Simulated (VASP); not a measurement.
# Si2N (P4mm) in VASP: notebook

Runs on Si2N. Level: PBE. Tasks: single point, relaxation of cell and atoms.

Everything below comes from runs of VASP 6.6.1. Logs are shortened: lines on timing, memory, paths and dates and some standing lists are left out, and cuts for length are marked.

### Step 1. The cell of the first run

The structure is tetragonal, space group P4mm (No. 99). The conventional cell has a = 4.325 Å, b = 4.325 Å, c = 4.620 Å, α = 90.00°, β = 90.00°, γ = 90.00°. Within 2.2 Å of Si (site symmetry m) lie 2 N at 1.67 Å and 2 Si at 1.95 Å. N (site symmetry 2mm) has 4 Si at 1.67 Å within 2.2 Å.

The cell was built from a structure type or drawn by symmetry, and may not be a known phase.

### Step 2. Single point, PBE

INCAR

```
SYSTEM = Si2N
PREC = Accurate
ENCUT = 520
EDIFF = 1E-7
ISMEAR = 0
SIGMA = 0.1
LREAL = .FALSE.
LASPH = .TRUE.
NELM = 80
ALGO = Normal
ISIF = 2
LWAVE = .FALSE.
LCHARG = .FALSE.
GGA = PE
NBANDS = 22
```

KPOINTS

```
regular mesh
0
G
  4 4 4
  0 0 0
```

POSCAR

```
Si2N
1.0
    4.3254987500      0.0000000000      0.0000000000
    0.0000000000      4.3254987500      0.0000000000
    0.0000000000      0.0000000000      4.6196904600
Si N
4 2
Direct
    0.7252257900      0.7252257900      0.1954559200
    0.2747742100      0.2747742100      0.1954559200
    0.2747742100      0.7252257900      0.1954559200
    0.7252257900      0.2747742100      0.1954559200
    0.5000000000      0.0000000000      0.0565912800
    0.0000000000      0.5000000000      0.0565912800
```

Potentials or basis: VASP PAW PBE potentials, release 64 (Si, N).

Launch:

```console
> cat potpaw_PBE.64/Si/POTCAR potpaw_PBE.64/N/POTCAR > POTCAR
> mpirun -np 1 vasp_std > vasp.out
```

OUTCAR:

```text
SYSTEM = Si2N
   PREC = Accurate
   ENCUT = 520
   EDIFF = 1E-7
   ISMEAR = 0
   LREAL = .FALSE.
   LASPH = .TRUE.
   NELM = 80
   ISIF = 2
   GGA = PE

 ion  position               nearest neighbor table
   1  0.725  0.725  0.195-   5 1.67   6 1.67   3 1.95   4 1.95   3 2.38   4 2.38   2 2.76   2 3.07
                             2 3.07
   2  0.275  0.275  0.195-   5 1.67   6 1.67   3 1.95   4 1.95   3 2.38   4 2.38   1 2.76   1 3.07
                             1 3.07
   3  0.275  0.725  0.195-   5 1.67   6 1.67   1 1.95   2 1.95   2 2.38   1 2.38   4 2.76   4 3.07
                             4 3.07
   4  0.725  0.275  0.195-   5 1.67   6 1.67   1 1.95   2 1.95   2 2.38   1 2.38   3 2.76   3 3.07
                             3 3.07
   5  0.500  0.000  0.057-   1 1.67   2 1.67   3 1.67   4 1.67
   6  0.000  0.500  0.057-   1 1.67   2 1.67   3 1.67   4 1.67

  LATTYP: Found a simple tetragonal cell.
 ALAT       =     4.3254987500
 C/A-ratio  =     1.0680133615

  Lattice vectors:

 A1 = (   4.3254987500,   0.0000000000,   0.0000000000)
 A2 = (   0.0000000000,   4.3254987500,   0.0000000000)
 A3 = (   0.0000000000,   0.0000000000,   4.6196904600)

Analysis of symmetry for initial positions (statically):
=====================================================================
 Subroutine PRICEL returns:
 Original cell was already a primitive cell.

 Routine SETGRP: Setting up the symmetry group for a
 simple tetragonal supercell.

 Subroutine GETGRP returns: Found  8 space group operations
 (whereof  8 operations were pure point group operations)
 out of a pool of 16 trial point group operations.

The static configuration has the point symmetry C_4v.

Analysis of symmetry for dynamics (positions and initial velocities):
=====================================================================
 Subroutine PRICEL returns:
 Original cell was already a primitive cell.

 Routine SETGRP: Setting up the symmetry group for a
 simple tetragonal supercell.

 Subroutine GETGRP returns: Found  8 space group operations
 (whereof  8 operations were pure point group operations)
 out of a pool of 16 trial point group operations.

The dynamic configuration has the point symmetry C_4v.

 Subroutine INISYM returns: Found  8 space group operations
 (whereof  8 operations are pure point group operations),
 and found     1 'primitive' translations

[... 94 lines left out ...]
   NELM   =     80;   NELMIN=  2; NELMDL= -5     # of ELM steps
   EDIFF  = 0.1E-06   stopping-criterion for ELM
   LREAL  =      F    real-space projection
   EDIFFG = 0.1E-05   stopping-criterion for IOM
   NSW    =      0    number of steps for IOM
   IBRION =     -1    ionic relax: 0-MD 1-quasi-New 2-CG
   NFREE  =      0    steps in history (QN), initial steepest desc. (CG)
   ISIF   =      2    stress and relaxation
   ISYM   =      2    0-nonsym 1-usesym 2-fastsym
   POTIM  = 0.5000    time-step for ionic-motion
   TEBEG  =    0.0;   TEEND  =   0.0 temperature during run
   PSTRESS=    0.0 pullay stress
   NELECT =      26.0000    total number of electrons
   NUPDOWN=      -1.0000    fix difference up-down
   EMIN   =  10.00;   EMAX   =-10.00  energy-range for DOS
   EFERMI =   0.00;   METHOD = LEGACY
   ISMEAR =     0;   SIGMA  =   0.10  broadening in eV -4-tet -1-fermi 0-gaus
   EFERMI_NEDOS =   21; number of points for ismear=-14 and -15
   IALGO  =     38    algorithm
   IMIX   =      4    mixing-type and parameters
     AMIX     =   0.40;   BMIX     =  1.00
     AMIX_MAG =   1.60;   BMIX_MAG =  1.00
  volume/ion in A,a.u.               =      14.41        97.21
  Fermi-wavevector in a.u.,A,eV,Ry     =   1.096910  2.072859 16.370677  1.203211
  Thomas-Fermi vector in A             =   2.233260
   LORBIT       =      0    0 simple, 1 ext, 2 COOP (PROOUT), +10 PAW based schemes
   GGA     = PE    functional components
   LHFCALC =     F    Hartree Fock is set to
   AEXX    =    0.0000 exact exchange contribution
   IVDW    =     0    specifies the selected vdW correction
   LEPSILON=     F    determine dielectric tensor
   LRPA    =     F    only Hartree local field effects (RPA)
 non-spin polarized calculation
 Gauss-broadening in eV      SIGMA  =   0.10
  energy-cutoff  :      520.00
  volume of cell :       86.43
 maximum number of plane-waves:      2400
   NGX = 17   NGY = 17   NGZ = 17

 number of electron      26.0000001 magnetization

 Free energy of the ion-electron system (eV)
  ---------------------------------------------------
  ext. energy  EPLUGINS =         0.00000000
  ---------------------------------------------------
  free energy    TOTEN  =       -23.06600155 eV

  energy without entropy =      -23.05344007  energy(sigma->0) =      -23.05972081

 E-fermi :   6.7504     XC(G=0):  -9.4113

 val. band max:        6.6946711403   @ k =   0.2500   0.2500   0.2500
 cond. band min:       6.7562794050   @ k =   0.5000   0.2500   0.5000
 fundamental gap:      0.0616082646
 Fermi energy:         6.7503865730

 k-point     1 :       0.0000    0.0000    0.0000
  band No.  band energies     occupation
      1     -15.4789      2.00000
      2     -13.5135      2.00000
      3      -5.8950      2.00000
      4      -5.8950      2.00000
      5      -3.2842      2.00000
      6      -2.8431      2.00000
[... 439 lines left out ...]
     21      15.3412      0.00000
     22      15.6191      0.00000

------------------------ aborting loop because EDIFF is reached ----------------------------------------

  FORCE on cell =-STRESS in cart. coord.  units (eV):
  Direction    XX          YY          ZZ          XY          YZ          ZX
  --------------------------------------------------------------------------------------
  -------------------------------------------------------------------------------------
  Total       53.4616755     53.4616755     11.1523132      0.0000000      0.0000000     -0.0000000
  in kB      990.9868440    990.9868440    206.7237055      0.0000000      0.0000000     -0.0000000
  external PRESSURE =     729.5657979 kB  Pullay stress =       0.0000000 kB

 VOLUME and BASIS-vectors are now :
 -----------------------------------------------------------------------------
  energy-cutoff  :      520.00
  volume of cell :       86.43
      direct lattice vectors                 reciprocal lattice vectors
     4.325498750  0.000000000  0.000000000     0.231187213  0.000000000  0.000000000
     0.000000000  4.325498750  0.000000000     0.000000000  0.231187213  0.000000000
     0.000000000  0.000000000  4.619690460     0.000000000  0.000000000  0.216464720

 POSITION                                       TOTAL-FORCE (eV/Angst)
 -----------------------------------------------------------------------------------
      3.13696      3.13696      0.90295         5.291237      5.291237      4.589096
      1.18854      1.18854      0.90295        -5.291237     -5.291237      4.589096
      1.18854      3.13696      0.90295        -5.291237      5.291237      4.589096
      3.13696      1.18854      0.90295         5.291237     -5.291237      4.589096
      2.16275      0.00000      0.26143         0.000000      0.000000     -9.178192
      0.00000      2.16275      0.26143         0.000000      0.000000     -9.178192
 -----------------------------------------------------------------------------------
    total drift:                                0.000000      0.000000     -0.000006

  FREE ENERGIE OF THE ION-ELECTRON SYSTEM (eV)
  ---------------------------------------------------
  free  energy   TOTEN  =       -23.0660015462 eV

  energy  without entropy=      -23.0534400690  energy(sigma->0) =      -23.05972081
```

OSZICAR:

```text
N       E                     dE             d eps       ncg     rms          rms(c)
DAV:   1     0.126873640220E+03    0.12687E+03   -0.12226E+04   792   0.104E+03
DAV:   2    -0.198216591571E+02   -0.14670E+03   -0.14039E+03  1016   0.227E+02
DAV:   3    -0.301494922189E+02   -0.10328E+02   -0.10157E+02  1004   0.599E+01
DAV:   4    -0.303603321007E+02   -0.21084E+00   -0.21067E+00  1002   0.956E+00
DAV:   5    -0.303643766286E+02   -0.40445E-02   -0.40442E-02  1040   0.116E+00    0.223E+01
DAV:   6    -0.233277297682E+02    0.70366E+01   -0.20135E+01   930   0.266E+01    0.128E+01
DAV:   7    -0.231212039058E+02    0.20653E+00   -0.21989E+00   980   0.910E+00    0.477E+00
DAV:   8    -0.230663150479E+02    0.54889E-01   -0.22714E-01  1074   0.301E+00    0.175E+00
DAV:   9    -0.230642446309E+02    0.20704E-02   -0.27180E-02   976   0.123E+00    0.434E-01
DAV:  10    -0.230654010626E+02   -0.11564E-02   -0.45814E-03  1014   0.397E-01    0.216E-01
DAV:  11    -0.230658937229E+02   -0.49266E-03   -0.11781E-03   948   0.236E-01    0.585E-02
DAV:  12    -0.230659575827E+02   -0.63860E-04   -0.18358E-04  1002   0.932E-02    0.268E-02
DAV:  13    -0.230659958502E+02   -0.38268E-04   -0.53528E-05   944   0.375E-02    0.787E-03
DAV:  14    -0.230660005014E+02   -0.46512E-05   -0.56558E-06  1018   0.151E-02    0.380E-03
DAV:  15    -0.230660015048E+02   -0.10034E-05   -0.18622E-06   938   0.732E-03    0.185E-03
DAV:  16    -0.230660015462E+02   -0.41412E-07   -0.82776E-08   872   0.158E-03
   1 F= -.23066002E+02 E0= -.23059721E+02  d E =-.125615E-01
```

stdout:

```text
POSCAR found type information on POSCAR SiN
 POSCAR found :  2 types and       6 ions
 scaLAPACK will be used
 LDA part: xc-table for (Slater+PW92), standard interpolation
 POSCAR, INCAR and KPOINTS ok, starting setup
 FFT: planning ... GRIDC
 FFT: planning ... GRID_SOFT
 FFT: planning ... GRID
 WAVECAR not read
 entering main loop
```

Run time: 30 s. Hardware: 1 thread of Intel Xeon 6975P-C (Granite Rapids), shared host; peak memory 0.18 GiB.

What came out:

```
Free energy            : -23.0660 eV
Pressure               : 73.0 GPa
Largest force          : 9.178 eV/Å
Band gap on the k mesh : 0.06 eV (least direct gap 0.30 eV)
```

Forces on the atoms (eV/Å):
```
Si   5.291  5.291  4.589
Si  -5.291 -5.291  4.589
Si  -5.291  5.291  4.589
Si   5.291 -5.291  4.589
N    0.000  0.000 -9.178
N    0.000  0.000 -9.178
```

Levels at points of the mesh, in eV from the valence-band top:
| k point | band 9 | band 10 | band 11 | band 12 | band 13 | band 14 | band 15 | band 16 | band 17 | band 18 |
| --- | --- | --- | --- | --- | --- | --- | --- | --- | --- | --- |
| (0.00, 0.00, 0.00) | -6.39 | -5.55 | -1.20 | -0.88 | -0.88 | 2.00 | 2.91 | 3.64 | 3.64 | 3.68 |
| (0.50, 0.00, 0.00) | -5.92 | -3.34 | -1.82 | -1.29 | -0.04 | 1.25 | 1.41 | 2.74 | 3.54 | 3.83 |
| (0.50, 0.50, 0.00) | -5.80 | -3.00 | -1.80 | -1.80 | -0.55 | 0.57 | 0.57 | 2.93 | 2.93 | 3.47 |
| (0.00, 0.00, 0.50) | -6.54 | -5.23 | -1.23 | -1.23 | -0.66 | 2.14 | 2.55 | 3.54 | 3.54 | 4.60 |
| (0.50, 0.00, 0.50) | -5.89 | -3.19 | -1.66 | -0.93 | -0.27 | 1.00 | 1.58 | 2.06 | 4.50 | 4.77 |
| (0.50, 0.50, 0.50) | -6.00 | -3.35 | -1.25 | -1.25 | -1.05 | 0.65 | 0.65 | 2.68 | 3.00 | 3.00 |

Caveat: the cell stands under pressure; forces of over 1 eV/Å act on the atoms, so gaps and moduli don't describe the material at rest. A k mesh can miss the band edges.

### Step 3. Relaxation of cell and atoms, PBE

INCAR

```
ALGO = Normal
EDIFF = 1E-6
EDIFFG = -0.04
ENCUT = 600
GGA = PE
IBRION = 2
ISIF = 3
ISMEAR = 0
LASPH = T
LCHARG = F
LREAL = F
LWAVE = F
NELM = 60
NSW = 90
PREC = Accurate
SIGMA = 0.1
```

KPOINTS

```
k-points
0
Gamma
  4 4 4
```

POSCAR is that of step 2.

Potentials or basis: VASP PAW PBE potentials, release 64 (Si, N).

Launch:

```console
> cat potpaw_PBE.64/Si/POTCAR potpaw_PBE.64/N/POTCAR > POTCAR
> mpirun -np 1 vasp_std > vasp.out
```

Wall time 20 min (1 thread of Intel Xeon 6975P-C (Granite Rapids), shared host); peak memory 0.23 GiB.

It converged, with:

| Item | Value |
| --- | --- |
| Free energy | -34.2832 eV |
| Relaxed volume | 12.52 Å³/atom |
| Relaxed cell | a = 5.316 Å, b = 5.316 Å, c = 2.659 Å, α = 90.00°, β = 90.00°, γ = 90.00° |
| Space group after relaxing (to 0.1 Å) | P4/mmm (No. 123) |
| Energy gained by relaxing | 1868.9 meV/atom |
| Ionic steps | 69 |
| Pressure after relaxing | 0.1 GPa |
| Largest force after relaxing | 0.028 eV/Å |
| Band gap on the k mesh | zero (bands 13 and 14 overlap by 1.83 eV) |

Forces in eV/Å, atoms in the order of the input:
```
Si  -0.002 -0.002 -0.014
Si   0.002  0.002 -0.014
Si   0.002 -0.002 -0.014
Si  -0.002  0.002 -0.014
N    0.000  0.000  0.028
N    0.000  0.000  0.028
```

Stress tensor (GPa, compression positive):
```
0.13 0.00 0.00
0.00 0.13 0.00
0.00 0.00 0.05
```

Step by step:
| step | energy change (eV) | largest force (eV/Å) | pressure (GPa) | volume (Å³) |
| --- | --- | --- | --- | --- |
| 1 | 0.0000 | 9.1787 | 72.95 | 86.43 |
| 3 | -9.1328 | 0.6642 | -3.79 | 123.48 |
| 5 | -9.3195 | 0.6084 | 0.94 | 114.23 |
| 7 | -9.3260 | 0.4571 | 0.28 | 115.17 |
| 9 | -9.3728 | 0.0523 | -1.89 | 115.44 |
| 11 | -9.3956 | 0.3303 | 0.90 | 109.00 |
| 13 | -9.4121 | 0.1364 | -0.46 | 111.26 |
| 15 | -9.4185 | 0.1544 | 0.30 | 109.84 |
| 17 | -9.4228 | 0.0658 | -0.50 | 109.68 |
| 19 | -9.4297 | 0.1646 | -0.17 | 106.99 |
| 21 | -9.4309 | 0.2252 | 0.05 | 105.78 |
| 23 | -9.4414 | 0.2156 | -0.02 | 104.09 |
| 25 | -9.4919 | 0.1853 | 0.16 | 96.47 |
| 27 | -9.5360 | 0.0940 | 3.28 | 85.90 |
| 29 | -9.5851 | 0.1248 | 4.99 | 82.55 |
| 31 | -9.6693 | 0.3833 | 5.57 | 77.33 |
| 33 | -9.6946 | 0.4778 | 4.53 | 77.21 |
| 35 | -9.7884 | 0.5672 | 0.11 | 81.11 |
| 37 | -9.8065 | 0.6512 | -1.77 | 83.74 |
| 39 | -9.9156 | 0.4794 | -1.01 | 84.21 |
| 41 | -10.0681 | 0.3955 | 0.65 | 86.30 |
| 43 | -10.2213 | 0.3111 | -2.23 | 87.21 |
| 45 | -10.2632 | 0.2241 | -16.10 | 90.25 |
| 47 | -10.5510 | 0.1590 | -11.10 | 88.19 |
| 49 | -10.7527 | 0.1771 | -12.39 | 84.94 |
| 51 | -11.0875 | 0.4310 | -5.10 | 77.74 |
| 53 | -11.1141 | 0.5011 | -2.06 | 75.69 |
| 55 | -11.1281 | 0.4656 | -1.61 | 75.43 |
| 57 | -11.1989 | 0.0769 | -0.02 | 74.73 |
| 59 | -11.2038 | 0.0199 | 0.12 | 74.80 |
| 61 | -11.1786 | 0.1056 | -1.62 | 76.77 |
| 63 | -11.2117 | 0.0637 | -0.51 | 75.53 |
| 65 | -11.2124 | 0.0594 | -0.38 | 75.42 |
| 67 | -11.2129 | 0.0499 | 0.15 | 75.10 |
| 69 | -11.2136 | 0.0277 | 0.10 | 75.14 |

Final structure:
```
Si N
1.0
     5.31605    0.00000    0.00000
     0.00000    5.31605    0.00000
     0.00000    0.00000    2.65877
Si N
4 2
Direct
  0.75003 0.75003 0.15039
  0.24997 0.24997 0.15039
  0.24997 0.75003 0.15039
  0.75003 0.24997 0.15039
  0.50000 0.00000 0.14672
  0.00000 0.50000 0.14672
```

Levels at points of the mesh, in eV from the Fermi level:
```tsv
k point	band 11	band 12	band 13	band 14	band 15	band 16
(0.00, 0.00, 0.00)	-0.19	0.86	0.86	2.84	2.84	5.85
(0.50, 0.00, 0.00)	-1.13	-1.13	-0.38	-0.38	4.61	4.61
(0.50, 0.50, 0.00)	-0.37	-0.37	-0.34	-0.34	2.25	2.25
(0.00, 0.00, 0.50)	-2.44	-2.44	0.62	0.77	1.10	2.22
(0.50, 0.00, 0.50)	-1.03	-1.03	-0.86	-0.86	1.50	1.50
(0.50, 0.50, 0.50)	-0.36	-0.36	0.98	0.98	1.18	1.18
```

Caveat: the k points lie up to 0.59 Å⁻¹ apart in the final cell, too coarse for converged energies and pressures of a metal; a cell axis changed by over 15 % at a fixed basis, so the end point is rough.
